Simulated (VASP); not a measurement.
# Ru in VASP: further runs

Runs on Ru. Level: PBEsol. Tasks: electric field gradients.

All numbers are computed with VASP 6.6.1; they aren't measurements. Logs are shortened: lines on timing, memory, paths and dates and some standing lists are left out, and cuts for length are marked.

## Step 1: The cell of the first run

The structure is hexagonal, space group P6_3/mmc (No. 194). The conventional cell has a = 2.706 Å, b = 2.706 Å, c = 4.325 Å, α = 90.00°, β = 90.00°, γ = 120.00°. Ru (site symmetry -6m2) has 12 Ru at 2.67 to 2.71 Å within 3.5 Å.

## Step 2: Electric field gradients, PBEsol (zz strain of +1 %)

File INCAR:

```
ALGO     = Normal         # electronic algorithm
EDIFF    = 1E-8           # SCF threshold, eV
ENCUT    = 520            # plane-wave cutoff, eV
GGA      = PS             # functional
ISIF     = 2              # what is computed and relaxed
ISMEAR   = -1             # smearing method
LASPH    = True           # aspherical terms in the spheres
LCHARG   = False          # write CHGCAR
LEFG     = True         
LREAL    = False          # projectors in reciprocal space
LWAVE    = False          # write WAVECAR
NBANDS   = 21             # bands
NELM     = 80             # most SCF steps
PREC     = Accurate       # precision mode
SIGMA    = 0.03           # smearing width, eV
```

File KPOINTS:

```
k-points
0
Gamma
  14 14 8
```

File POSCAR:

```
Ru
1.0
    2.7057993342      0.0000000000      0.0000000000
   -1.3528996671      2.3432909610      0.0000000000
    0.0000000000      0.0000000000      4.3247190000
Ru
2
Direct
    0.3333333333      0.6666666667      0.2500000000
    0.6666666667      0.3333333333      0.7500000000
```

Potentials or basis: VASP PAW PBE potentials, release 64 (Ru_pv).

Command:

```bash
cat potpaw_PBE.64/Ru_pv/POTCAR > POTCAR
mpirun -np 1 vasp_std > vasp.out
```

OUTCAR:

```text
EDIFF = 1E-8
   ENCUT = 520
   GGA = PS
   ISIF = 2
   ISMEAR = -1
   LASPH = True
   LREAL = False
   NELM = 80
   PREC = Accurate

 ion  position               nearest neighbor table
   1  0.333  0.667  0.250-   2 2.67   2 2.67   2 2.67   2 2.67   2 2.67   2 2.67
   2  0.667  0.333  0.750-   1 2.67   1 2.67   1 2.67   1 2.67   1 2.67   1 2.67

  LATTYP: Found a hexagonal cell.
 ALAT       =     2.7057993342
 C/A-ratio  =     1.5983147550

  Lattice vectors:

 A1 = (   2.7057993342,   0.0000000000,   0.0000000000)
 A2 = (  -1.3528996671,   2.3432909610,   0.0000000000)
 A3 = (   0.0000000000,   0.0000000000,   4.3247190000)

Analysis of symmetry for initial positions (statically):
=====================================================================
 Subroutine PRICEL returns:
 Original cell was already a primitive cell.

 Routine SETGRP: Setting up the symmetry group for a
 hexagonal supercell.

 Subroutine GETGRP returns: Found 24 space group operations
 (whereof 12 operations were pure point group operations)
 out of a pool of 24 trial point group operations.

The static configuration has the point symmetry D_3d.
 The point group associated with its full space group is D_6h.

Analysis of symmetry for dynamics (positions and initial velocities):
=====================================================================
 Subroutine PRICEL returns:
 Original cell was already a primitive cell.

 Routine SETGRP: Setting up the symmetry group for a
 hexagonal supercell.

 Subroutine GETGRP returns: Found 24 space group operations
 (whereof 12 operations were pure point group operations)
 out of a pool of 24 trial point group operations.

The dynamic configuration has the point symmetry D_3d.
 The point group associated with its full space group is D_6h.

 Subroutine INISYM returns: Found 24 space group operations
 (whereof 12 operations are pure point group operations),
 and found     1 'primitive' translations

----------------------------------------------------------------------------------------

                                     Primitive cell

  volume of cell :      27.4208

  direct lattice vectors                    reciprocal lattice vectors
     2.705799334  0.000000000  0.000000000     0.369576556  0.213375124  0.000000000
    -1.352899667  2.343290961  0.000000000     0.000000000  0.426750249  0.000000000
     0.000000000  0.000000000  4.324719000     0.000000000  0.000000000  0.231228896

  length of vectors
     2.705799334  2.705799334  4.324719000     0.426750249  0.426750249  0.231228896

  position of ions in fractional coordinates (direct lattice)
     0.333333333  0.666666667  0.250000000
     0.666666667  0.333333333  0.750000000

  ion indices of the primitive-cell ions
   primitive index   ion index
                 1           1
                 2           2

----------------------------------------------------------------------------------------

 KPOINTS: k-points

Automatic generation of k-mesh.
 Grid dimensions read from file:
 generate k-points for:   14   14    8

 Generating k-lattice:

  Cartesian coordinates                     Fractional coordinates (reciprocal lattice)
     0.026398325  0.015241080  0.000000000     0.071428571  0.000000000  0.000000000
     0.000000000  0.030482161  0.000000000     0.000000000  0.071428571  0.000000000
     0.000000000  0.000000000  0.028903612     0.000000000  0.000000000  0.125000000

  Length of vectors
     0.030482161  0.030482161  0.028903612

  Shift w.r.t. Gamma in fractional coordinates (k-lattice)
     0.000000000  0.000000000  0.000000000

 Subroutine IBZKPT returns following result:
 ===========================================

 Found    120 irreducible k-points:

 Following reciprocal coordinates:
            Coordinates               Weight
  0.000000  0.000000  0.000000      1.000000
  0.071429  0.000000  0.000000      6.000000
  0.142857  0.000000  0.000000      6.000000
  0.214286  0.000000  0.000000      6.000000
  0.285714  0.000000  0.000000      6.000000
  0.357143 -0.000000  0.000000      6.000000
[... 16 lines left out ...]
  0.285714  0.285714  0.000000      6.000000
  0.357143  0.285714  0.000000      6.000000
 [... further k-points ...]
   k-points           NKPTS =    120   k-points in BZ     NKDIM =    120   number of bands    NBANDS=     21
   number of dos      NEDOS =    301   number of ions     NIONS =      2
   total plane-waves  NPLWV =  12800
   dimension x,y,z NGX =    20 NGY =   20 NGZ =   32
   dimension x,y,z NGXF=    40 NGYF=   40 NGZF=   64
   ions per type =               2
   NGX,Y,Z   is equivalent  to a cutoff of  12.29, 12.29, 12.30 a.u.
   NGXF,Y,Z  is equivalent  to a cutoff of  24.58, 24.58, 24.60 a.u.
 SYSTEM =  unknown system
   PREC   = accura    normal or accurate (medium, high low for compatibility)
   ISTART =      0    job   : 0-new  1-cont  2-samecut
   ICHARG =      2    charge: 1-file 2-atom 10-const
   ISPIN  =      1    spin polarized calculation?
   LNONCOLLINEAR =      F non collinear calculations
   LSORBIT =      F    spin-orbit coupling
   LASPH  =      T    aspherical Exc in radial PAW
   ENCUT  =  520.0 eV  38.22 Ry    6.18 a.u.   5.03  5.03  8.04*2*pi/ulx,y,z
   NELM   =     80;   NELMIN=  2; NELMDL= -5     # of ELM steps
   EDIFF  = 0.1E-07   stopping-criterion for ELM
   LREAL  =      F    real-space projection
   EDIFFG = 0.1E-06   stopping-criterion for IOM
   NSW    =      0    number of steps for IOM
   IBRION =     -1    ionic relax: 0-MD 1-quasi-New 2-CG
   NFREE  =      0    steps in history (QN), initial steepest desc. (CG)
   ISIF   =      2    stress and relaxation
   ISYM   =      2    0-nonsym 1-usesym 2-fastsym
   POTIM  = 0.5000    time-step for ionic-motion
   TEBEG  =    0.0;   TEEND  =   0.0 temperature during run
   PSTRESS=    0.0 pullay stress
   NELECT =      28.0000    total number of electrons
   NUPDOWN=      -1.0000    fix difference up-down
   EMIN   =  10.00;   EMAX   =-10.00  energy-range for DOS
   EFERMI =   0.00;   METHOD = LEGACY
   ISMEAR =    -1;   SIGMA  =   0.03  broadening in eV -4-tet -1-fermi 0-gaus
   EFERMI_NEDOS =   21; number of points for ismear=-14 and -15
   IALGO  =     38    algorithm
   IMIX   =      4    mixing-type and parameters
     AMIX     =   0.40;   BMIX     =  1.00
     AMIX_MAG =   1.60;   BMIX_MAG =  1.00
  volume/ion in A,a.u.               =      13.71        92.52
  Fermi-wavevector in a.u.,A,eV,Ry     =   1.648546  3.115299 36.976585  2.717702
  Thomas-Fermi vector in A             =   2.737817
   LORBIT       =      0    0 simple, 1 ext, 2 COOP (PROOUT), +10 PAW based schemes
   GGA     = PS    functional components
   LHFCALC =     F    Hartree Fock is set to
   AEXX    =    0.0000 exact exchange contribution
   IVDW    =     0    specifies the selected vdW correction
   LEPSILON=     F    determine dielectric tensor
   LRPA    =     F    only Hartree local field effects (RPA)
 non-spin polarized calculation
  energy-cutoff  :      520.00
  volume of cell :       27.42
 maximum number of plane-waves:       760
 NGX is ok and might be reduce to    20
   NGX =  9   NGY =  9   NGZ = 17

 number of electron      28.0000015 magnetization

 Free energy of the ion-electron system (eV)
  ---------------------------------------------------
  ext. energy  EPLUGINS =         0.00000000
  ---------------------------------------------------
  free energy    TOTEN  =       -20.31069586 eV

  energy without entropy =      -20.30359908  energy(sigma->0) =      -20.30714747

 E-fermi :  12.5025     XC(G=0): -14.2208

 val. band max:       12.5013089630   @ k =   0.2857   0.0000   0.1250
 cond. band min:      12.5181851065   @ k =   0.4286   0.0714   0.2500
 fundamental gap:      0.0168761435
 Fermi energy:        12.5025130215

 k-point     1 :       0.0000    0.0000    0.0000
  band No.  band energies     occupation
      1     -31.0341      2.00000
      2     -30.1193      2.00000
      3     -30.1193      2.00000
      4     -29.9618      2.00000
      5     -29.9618      2.00000
      6     -29.9441      2.00000
[... 13 lines left out ...]
     20      22.8098      0.00000
     21      22.8484      0.00000

 k-point     2 :       0.0714    0.0000    0.0000
  band No.  band energies     occupation
      1     -31.0172      2.00000
      2     -30.1565      2.00000
      3     -30.1316      2.00000
      4     -30.0006      2.00000
      5     -29.9672      2.00000
      6     -29.9515      2.00000
[... 13 lines left out ...]
     20      22.8098      0.00000
     21      22.8450      0.00000

 k-point     3 :       0.1429    0.0000    0.0000
  band No.  band energies     occupation
      1     -30.9682      2.00000
      2     -30.2608      2.00000
      3     -30.1653      2.00000
      4     -30.1076      2.00000
      5     -29.9828      2.00000
      6     -29.9738      2.00000
[... 13 lines left out ...]
     20      22.8097      0.00000
     21      22.8370      0.00000

 k-point     4 :       0.2143    0.0000    0.0000
  band No.  band energies     occupation
      1     -30.8922      2.00000
      2     -30.4116      2.00000
      3     -30.2581      2.00000
      4     -30.2123      2.00000
      5     -30.0112      2.00000
      6     -30.0068      2.00000
[... 13 lines left out ...]
     20      22.8095      0.00000
     21      22.8287      0.00000

 k-point     5 :       0.2857    0.0000    0.0000
  band No.  band energies     occupation
      1     -30.7975      2.00000
      2     -30.5787      2.00000
      3     -30.4197      2.00000
      4     -30.2628      2.00000
      5     -30.0629      2.00000
      6     -30.0347      2.00000
[... 13 lines left out ...]
     20      22.8092      0.00000
     21      22.8214      0.00000
[... 382 lines left out ...]
     20      22.8044      0.00000
     21      23.0128      0.00000

 k-point    22 :       0.3571    0.2143    0.0000
  band No.  band energies     occupation
      1     -30.7750      2.00000
      2     -30.6126      2.00000
      3     -30.4970      2.00000
      4     -30.4852      2.00000
      5     -30.2726      2.00000
      6     -30.2709      2.00000
[... 13 lines left out ...]
     20      22.8087      0.00000
     21      22.8159      0.00000

 k-point    23 :       0.2857    0.2857    0.0000
  band No.  band energies     occupation
      1     -30.7346      2.00000
      2     -30.6159      2.00000
      3     -30.4897      2.00000
      4     -30.4834      2.00000
      5     -30.3260      2.00000
      6     -30.2840      2.00000
[... 13 lines left out ...]
     20      22.8094      0.00000
     21      22.8116      0.00000

 k-point    24 :       0.3571    0.2857    0.0000
  band No.  band energies     occupation
      1     -30.7364      2.00000
      2     -30.5663      2.00000
      3     -30.5577      2.00000
      4     -30.4247      2.00000
      5     -30.3629      2.00000
      6     -30.3366      2.00000
[... 13 lines left out ...]
     20      22.8104      0.00000
     21      22.8109      0.00000

 [... further k-points ...]

------------------------ aborting loop because EDIFF is reached ----------------------------------------

  FORCE on cell =-STRESS in cart. coord.  units (eV):
  Direction    XX          YY          ZZ          XY          YZ          ZX
  --------------------------------------------------------------------------------------
  -------------------------------------------------------------------------------------
  Total       -1.2454865     -1.2454865     -2.3895396      0.0000000      0.0000000      0.0000000
  in kB      -72.7729363    -72.7729363   -139.6191938      0.0000000      0.0000000      0.0000000
  external PRESSURE =     -95.0550221 kB  Pullay stress =       0.0000000 kB

 VOLUME and BASIS-vectors are now :
 -----------------------------------------------------------------------------
  energy-cutoff  :      520.00
  volume of cell :       27.42
      direct lattice vectors                 reciprocal lattice vectors
     2.705799334  0.000000000  0.000000000     0.369576556  0.213375124  0.000000000
    -1.352899667  2.343290961  0.000000000     0.000000000  0.426750249  0.000000000
     0.000000000  0.000000000  4.324719000     0.000000000  0.000000000  0.231228896

 POSITION                                       TOTAL-FORCE (eV/Angst)
 -----------------------------------------------------------------------------------
     -0.00000      1.56219      1.08118        -0.000000      0.000000      0.000000
      1.35290      0.78110      3.24354         0.000000     -0.000000      0.000000
 -----------------------------------------------------------------------------------
    total drift:                               -0.000000      0.000000     -0.000000

  FREE ENERGIE OF THE ION-ELECTRON SYSTEM (eV)
  ---------------------------------------------------
  free  energy   TOTEN  =       -20.3106958553 eV

  energy  without entropy=      -20.3035990788  energy(sigma->0) =      -20.30714747

 Electric field gradients (V/A^2)
---------------------------------------------------------------------
 ion       V_xx      V_yy      V_zz      V_xy      V_xz      V_yz
---------------------------------------------------------------------
   1       4.520     4.522    -9.041     0.002     0.000    -0.000
   2       4.520     4.522    -9.041     0.002    -0.000     0.000
---------------------------------------------------------------------

 Electric field gradients after diagonalization (V/A^2)
 (convention: |V_zz| > |V_xx| > |V_yy|)
----------------------------------------------------------------------
 ion       V_xx      V_yy      V_zz     asymmetry (V_yy - V_xx)/ V_zz
----------------------------------------------------------------------
   1       4.523     4.519    -9.041       0.000
   2       4.523     4.519    -9.041       0.000
----------------------------------------------------------------------

           NMR quadrupolar parameters

 Cq : quadrupolar parameter    Cq=e*Q*V_zz/h
 eta: asymmetry parameters     (V_yy - V_xx)/ V_zz
 Q  : nuclear electric quadrupole moment in mb (millibarn)
----------------------------------------------------------------------
 ion       Cq(MHz)       eta       Q (mb)
----------------------------------------------------------------------
   1      -0.022       0.000       1.000
   2      -0.022       0.000       1.000
----------------------------------------------------------------------
```

Wall time 1.7 min (1 thread of Intel Xeon 8259CL, shared host); peak memory 0.18 GiB.

Results:

| Item | Value |
| --- | --- |
| Free energy | -20.3107 eV |
| Pressure | -9.5 GPa |
| Band gap on the k mesh | zero (bands 14 and 15 overlap by 3.11 eV) |
| Largest electric field gradient by atom | Ru -9.0 V/Å² |

Stress tensor (GPa, compression positive):
```
 -7.28   0.00   0.00
  0.00  -7.28   0.00
  0.00   0.00 -13.96
```

Electric field gradients, principal values (V/Å²):
| atom | least | middle | greatest (by size) |
| --- | --- | --- | --- |
| 1 Ru | 4.519 | 4.523 | -9.041 |
| 2 Ru | 4.519 | 4.523 | -9.041 |

Caveat: the cell differs from its parent crystal (zz strain of +1 %); the cell stands under tension; without QUAD_EFG the Cq values of the log hold for a quadrupole moment of 1 mb, not for the nuclei; the PAW data sets were made with another functional, which shifts forces and pressure a little.

(Part 1 of 2 ends here.)
